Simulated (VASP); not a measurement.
# ScAlC4N4 (C2/m) in VASP: single point with PBE

Aim: the single point of ScAlC4N4 with PBE.

All numbers are computed with VASP 6.6.1; they aren't measurements. Logs are shortened: lines on timing, memory, paths and dates and some standing lists are left out, and cuts for length are marked.

## (1) The cell of the first run

It takes space group C2/m (No. 12, monoclinic). The conventional cell has a = 8.731 Å, b = 10.748 Å, c = 3.460 Å, α = 90.00°, β = 95.87°, γ = 90.00°. Within 2.9 Å of Sc (site symmetry 2/m) lie 6 N at 2.20 to 2.33 Å and 2 C at 2.76 Å. Within 2.7 Å of Al (site symmetry 2/m) lie 4 C at 2.00 to 2.01 Å. Within 1.6 Å of C (site symmetry 2) lie 1 N at 1.17 Å. Within 1.6 Å of C (site symmetry m) lie 1 N at 1.19 Å. Within 1.6 Å of N (site symmetry 2) lie 1 C at 1.17 Å. N (site symmetry m) has 1 C at 1.19 Å within 1.6 Å.

## (2) Single point, PBE

Contents of INCAR:

```
PREC = Accurate
ENCUT = 520
EDIFF = 1E-6
ISMEAR = 0
SIGMA = 0.1
LREAL = F
LASPH = T
NELM = 100
ALGO = Normal
ISIF = 2
LWAVE = F
LCHARG = T
GGA = PE
LELF = T
LVHAR = T
NBANDS = 36
```

Contents of KPOINTS:

```
regular mesh
0
Gamma
  6 6 12
```

Contents of POSCAR:

```
ScAlC4N4
1.0
    4.3657294730     -5.3740951561     -0.0068969980
    4.3657294730      5.3740951561     -0.0068969980
   -0.3484292577      0.0000000000      3.4427893127
Sc Al C N
1 1 4 4
Direct
    0.5000000000      0.5000000000      0.0000000000
    0.0000000000      0.0000000000      0.0000000000
    0.1863716823      0.8136283177      0.0000000000
    0.8136283177      0.1863716823      0.0000000000
    0.7859244267      0.7859244267      0.7279683511
    0.2140755733      0.2140755733      0.2720316489
    0.2952724477      0.7047275523      0.0000000000
    0.7047275523      0.2952724477      0.0000000000
    0.6682558250      0.6682558250      0.5187466400
    0.3317441750      0.3317441750      0.4812533600
```

Potentials or basis: VASP PAW PBE potentials, release 64 (Sc_sv, Al, C, N).

The run is started by

```
cat potpaw_PBE.64/Sc_sv/POTCAR potpaw_PBE.64/Al/POTCAR potpaw_PBE.64/C/POTCAR potpaw_PBE.64/N/POTCAR > POTCAR
mpirun -np 1 vasp_std > vasp.out
```

OUTCAR:

```text
PREC = Accurate
   ENCUT = 520
   EDIFF = 1E-6
   ISMEAR = 0
   LREAL = F
   LASPH = T
   NELM = 100
   ISIF = 2
   GGA = PE

 ion  position               nearest neighbor table
   1  0.500  0.500  0.000-   9 2.20  10 2.20   8 2.20   7 2.20  10 2.33   9 2.33
   2  0.000  0.000  0.000-   3 2.00   4 2.00   5 2.01   6 2.01
   3  0.186  0.814  0.000-   7 1.17   2 2.00
   4  0.814  0.186  0.000-   8 1.17   2 2.00
   5  0.786  0.786  0.728-   9 1.19   2 2.01
   6  0.214  0.214  0.272-  10 1.19   2 2.01
   7  0.295  0.705  0.000-   3 1.17   1 2.20
   8  0.705  0.295  0.000-   4 1.17   1 2.20
   9  0.668  0.668  0.519-   5 1.19   1 2.20   1 2.33
  10  0.332  0.332  0.481-   6 1.19   1 2.20   1 2.33

  LATTYP: Found a base centered monoclinic cell.
 ALAT       =     8.7314698419
 B/A-ratio  =     1.2309714752
 C/A-ratio  =     0.3963108088
 COS(beta)  =    -0.1022628067

  Lattice vectors:

 A1 = (   4.3657294730,  -5.3740951561,  -0.0068969980)
 A2 = (   4.3657294730,   5.3740951561,  -0.0068969980)
 A3 = (  -0.3484292577,   0.0000000000,   3.4427893127)

Analysis of symmetry for initial positions (statically):
=====================================================================
 Subroutine PRICEL returns:
 Original cell was already a primitive cell.

 Routine SETGRP: Setting up the symmetry group for a
 base centered monoclinic supercell.

 Subroutine GETGRP returns: Found  4 space group operations
 (whereof  4 operations were pure point group operations)
 out of a pool of  4 trial point group operations.

The static configuration has the point symmetry C_2h.

Analysis of symmetry for dynamics (positions and initial velocities):
=====================================================================
 Subroutine PRICEL returns:
 Original cell was already a primitive cell.

 Routine SETGRP: Setting up the symmetry group for a
 base centered monoclinic supercell.

 Subroutine GETGRP returns: Found  4 space group operations
 (whereof  4 operations were pure point group operations)
 out of a pool of  4 trial point group operations.

The dynamic configuration has the point symmetry C_2h.

 Subroutine INISYM returns: Found  4 space group operations
 (whereof  4 operations are pure point group operations),
 and found     1 'primitive' translations

----------------------------------------------------------------------------------------

                                     Primitive cell

  volume of cell :     161.5226

  direct lattice vectors                    reciprocal lattice vectors
     4.365729473 -5.374095156 -0.006896998     0.114546712 -0.093038918  0.011592759
     4.365729473  5.374095156 -0.006896998     0.114546712  0.093038918  0.011592759
    -0.348429258  0.000000000  3.442789313     0.000458947  0.000000000  0.290508602

  length of vectors
     6.923910755  6.923910755  3.460375875     0.148025611  0.148025611  0.290508965

  position of ions in fractional coordinates (direct lattice)
     0.500000000  0.500000000  0.000000000
     0.000000000  0.000000000  0.000000000
     0.186371682  0.813628318  0.000000000
     0.813628318  0.186371682  0.000000000
     0.785924427  0.785924427  0.727968351
     0.214075573  0.214075573  0.272031649
     0.295272448  0.704727552  0.000000000
     0.704727552  0.295272448  0.000000000
     0.668255825  0.668255825  0.518746640
     0.331744175  0.331744175  0.481253360

  ion indices of the primitive-cell ions
   primitive index   ion index
                 1           1
                 2           2
                 3           3
                 4           4
                 5           5
                 6           6
                 7           7
                 8           8
                 9           9
                10          10

----------------------------------------------------------------------------------------

 KPOINTS: regular mesh

Automatic generation of k-mesh.
 Grid dimensions read from file:
 generate k-points for:    6    6   12

 Generating k-lattice:

  Cartesian coordinates                     Fractional coordinates (reciprocal lattice)
     0.019091119 -0.015506486  0.001932126     0.166666667 -0.000000000  0.000000000
     0.019091119  0.015506486  0.001932126    -0.000000000  0.166666667  0.000000000
     0.000038246  0.000000000  0.024209050     0.000000000  0.000000000  0.083333333

  Length of vectors
     0.024670935  0.024670935  0.024209080

  Shift w.r.t. Gamma in fractional coordinates (k-lattice)
     0.000000000  0.000000000  0.000000000

 Subroutine IBZKPT returns following result:
 ===========================================

 Found    131 irreducible k-points:

 Following reciprocal coordinates:
            Coordinates               Weight
  0.000000  0.000000  0.000000      1.000000
  0.166667 -0.000000  0.000000      4.000000
  0.333333 -0.000000  0.000000      4.000000
  0.500000  0.000000  0.000000      2.000000
  0.166667  0.166667  0.000000      2.000000
  0.333333  0.166667 -0.000000      4.000000
[... 16 lines left out ...]
 -0.333333  0.166667  0.083333      4.000000
 -0.166667  0.166667  0.083333      4.000000
 [... further k-points ...]
   k-points           NKPTS =    131   k-points in BZ     NKDIM =    131   number of bands    NBANDS=     36
   number of dos      NEDOS =    301   number of ions     NIONS =     10
   total plane-waves  NPLWV =  81648
   dimension x,y,z NGX =    54 NGY =   54 NGZ =   28
   dimension x,y,z NGXF=   108 NGYF=  108 NGZF=   56
   ions per type =               1   1   4   4
   NGX,Y,Z   is equivalent  to a cutoff of  12.97, 12.97, 13.45 a.u.
   NGXF,Y,Z  is equivalent  to a cutoff of  25.93, 25.93, 26.90 a.u.
 SYSTEM =  unknown system
   PREC   = accura    normal or accurate (medium, high low for compatibility)
   ISTART =      0    job   : 0-new  1-cont  2-samecut
   ICHARG =      2    charge: 1-file 2-atom 10-const
   ISPIN  =      1    spin polarized calculation?
   LNONCOLLINEAR =      F non collinear calculations
   LSORBIT =      F    spin-orbit coupling
   LASPH  =      T    aspherical Exc in radial PAW
   ENCUT  =  520.0 eV  38.22 Ry    6.18 a.u.  12.87 12.87  6.43*2*pi/ulx,y,z
   NELM   =    100;   NELMIN=  2; NELMDL= -5     # of ELM steps
   EDIFF  = 0.1E-05   stopping-criterion for ELM
   LREAL  =      F    real-space projection
   EDIFFG = 0.1E-04   stopping-criterion for IOM
   NSW    =      0    number of steps for IOM
   IBRION =     -1    ionic relax: 0-MD 1-quasi-New 2-CG
   NFREE  =      0    steps in history (QN), initial steepest desc. (CG)
   ISIF   =      2    stress and relaxation
   ISYM   =      2    0-nonsym 1-usesym 2-fastsym
   POTIM  = 0.5000    time-step for ionic-motion
   TEBEG  =    0.0;   TEEND  =   0.0 temperature during run
   PSTRESS=    0.0 pullay stress
   NELECT =      50.0000    total number of electrons
   NUPDOWN=      -1.0000    fix difference up-down
   EMIN   =  10.00;   EMAX   =-10.00  energy-range for DOS
   EFERMI =   0.00;   METHOD = LEGACY
   ISMEAR =     0;   SIGMA  =   0.10  broadening in eV -4-tet -1-fermi 0-gaus
   EFERMI_NEDOS =   21; number of points for ismear=-14 and -15
   IALGO  =     38    algorithm
   IMIX   =      4    mixing-type and parameters
     AMIX     =   0.40;   BMIX     =  1.00
     AMIX_MAG =   1.60;   BMIX_MAG =  1.00
  volume/ion in A,a.u.               =      16.15       109.00
  Fermi-wavevector in a.u.,A,eV,Ry     =   1.107441  2.092759 16.686521  1.226425
  Thomas-Fermi vector in A             =   2.243955
   LORBIT       =      0    0 simple, 1 ext, 2 COOP (PROOUT), +10 PAW based schemes
   GGA     = PE    functional components
   LHFCALC =     F    Hartree Fock is set to
   AEXX    =    0.0000 exact exchange contribution
   IVDW    =     0    specifies the selected vdW correction
   LEPSILON=     F    determine dielectric tensor
   LRPA    =     F    only Hartree local field effects (RPA)
 non-spin polarized calculation
 Gauss-broadening in eV      SIGMA  =   0.10
  energy-cutoff  :      520.00
  volume of cell :      161.52
 maximum number of plane-waves:      4377
 NGX is ok and might be reduce to    54
   NGX = 25   NGY = 25   NGZ = 13

 number of electron      50.0000006 magnetization

 Free energy of the ion-electron system (eV)
  ---------------------------------------------------
  ext. energy  EPLUGINS =         0.00000000
  ---------------------------------------------------
  free energy    TOTEN  =       -80.51244808 eV

  energy without entropy =      -80.50640094  energy(sigma->0) =      -80.50942451

 E-fermi :   2.0117     XC(G=0):  -8.2622

 val. band max:        1.9621050005   @ k =   0.3333   0.3333   0.5000
 cond. band min:       2.0144112805   @ k =  -0.3333   0.5000   0.3333
 fundamental gap:      0.0523062799
 Fermi energy:         2.0117112581

 k-point     1 :       0.0000    0.0000    0.0000
  band No.  band energies     occupation
      1     -48.3122      2.00000
      2     -27.0263      2.00000
      3     -26.9747      2.00000
      4     -26.8162      2.00000
      5     -17.3630      2.00000
      6     -17.1545      2.00000
[... 28 lines left out ...]
     35       6.1804      0.00000
     36       6.3276      0.00000

 k-point     2 :       0.1667   -0.0000    0.0000
  band No.  band energies     occupation
      1     -48.3122      2.00000
      2     -27.0263      2.00000
      3     -26.9747      2.00000
      4     -26.8162      2.00000
      5     -17.3581      2.00000
      6     -17.1573      2.00000
[... 28 lines left out ...]
     35       6.1809      0.00000
     36       6.2373      0.00000
[... 817 lines left out ...]
     35       6.2318      0.00000
     36       6.3720      0.00000

 k-point    24 :      -0.1667    0.1667    0.0833
  band No.  band energies     occupation
      1     -48.3115      2.00000
      2     -27.0254      2.00000
      3     -26.9730      2.00000
      4     -26.8274      2.00000
      5     -17.3395      2.00000
      6     -17.1538      2.00000
[... 28 lines left out ...]
     35       6.1363      0.00000
     36       6.2644      0.00000

 [... further k-points ...]

------------------------ aborting loop because EDIFF is reached ----------------------------------------

  FORCE on cell =-STRESS in cart. coord.  units (eV):
  Direction    XX          YY          ZZ          XY          YZ          ZX
  --------------------------------------------------------------------------------------
  -------------------------------------------------------------------------------------
  Total        0.4431444      0.8404522      0.2692053      0.0000000      0.0000000      0.2782417
  in kB        4.3956454      8.3366280      2.6703062      0.0000000      0.0000000      2.7599400
  external PRESSURE =       5.1341932 kB  Pullay stress =       0.0000000 kB

 VOLUME and BASIS-vectors are now :
 -----------------------------------------------------------------------------
  energy-cutoff  :      520.00
  volume of cell :      161.52
      direct lattice vectors                 reciprocal lattice vectors
     4.365729473 -5.374095156 -0.006896998     0.114546712 -0.093038918  0.011592759
     4.365729473  5.374095156 -0.006896998     0.114546712  0.093038918  0.011592759
    -0.348429258  0.000000000  3.442789313     0.000458947  0.000000000  0.290508602

 POSITION                                       TOTAL-FORCE (eV/Angst)
 -----------------------------------------------------------------------------------
      4.36573      0.00000     -0.00690        -0.000000     -0.000000      0.000000
      0.00000      0.00000      0.00000         0.000000     -0.000000      0.000000
      4.36573      3.37094     -0.00690         0.000000      0.402383     -0.000000
      4.36573     -3.37094     -0.00690         0.000000     -0.402383     -0.000000
      6.60862      0.00000      2.49540         0.244134     -0.000000      0.175072
      1.77441      0.00000      0.93359        -0.244134     -0.000000     -0.175072
      4.36573      2.20045     -0.00690        -0.000000     -0.360101      0.000000
      4.36573     -2.20045     -0.00690        -0.000000      0.360101     -0.000000
      5.65410      0.00000      1.77672        -0.192239     -0.000000     -0.160691
      2.72893      0.00000      1.65228         0.192239     -0.000000      0.160691
 -----------------------------------------------------------------------------------
    total drift:                                0.000000      0.000000      0.000000

  FREE ENERGIE OF THE ION-ELECTRON SYSTEM (eV)
  ---------------------------------------------------
  free  energy   TOTEN  =       -80.5124480779 eV

  energy  without entropy=      -80.5064009446  energy(sigma->0) =      -80.50942451
```

It took 12 min on 1 thread of Intel Xeon Platinum 8488C (Sapphire Rapids), shared host; peak memory 0.77 GiB.

What came out:

| Quantity | Value |
| --- | --- |
| Free energy | -80.5124 eV |
| Pressure | 0.5 GPa |
| Largest force | 0.402 eV/Å |
| Band gap on the k mesh | zero (bands 25 and 26 overlap by 0.42 eV) |

Forces on the atoms (eV/Å):
```
Sc   0.000  0.000  0.000
Al   0.000  0.000  0.000
C    0.000  0.402  0.000
C    0.000 -0.402  0.000
C    0.244  0.000  0.175
C   -0.244  0.000 -0.175
N    0.000 -0.360  0.000
N    0.000  0.360  0.000
N   -0.192  0.000 -0.161
N    0.192  0.000  0.161
```

Levels at points of the mesh, in eV from the Fermi level:
```
           k point  band 21  band 22  band 23  band 24  band 25  band 26  band 27  band 28  band 29  band 30
(0.00, 0.00, 0.00)    -4.42    -4.31    -4.27    -4.27    -0.63     0.43     1.51     1.68     2.07     2.88
(0.50, 0.00, 0.00)    -4.45    -4.34    -4.25    -3.97    -0.44     0.95     1.31     1.48     1.59     2.55
(0.50, 0.50, 0.00)    -4.47    -4.41    -4.35    -4.24    -0.60     1.46     1.58     1.71     1.88     2.12
(0.00, 0.00, 0.50)    -4.83    -4.78    -4.43    -4.09    -0.61     0.56     1.23     1.78     1.91     2.45
(0.50, 0.00, 0.50)    -4.78    -4.61    -4.61    -3.96    -0.97     0.62     1.33     1.38     1.89     2.32
(0.50, 0.50, 0.50)    -4.75    -4.61    -4.59    -4.09    -0.86    -0.35     0.85     1.71     2.46     2.86
```

The gap in the log of VASP goes by the Fermi energy; the results here count the filled bands.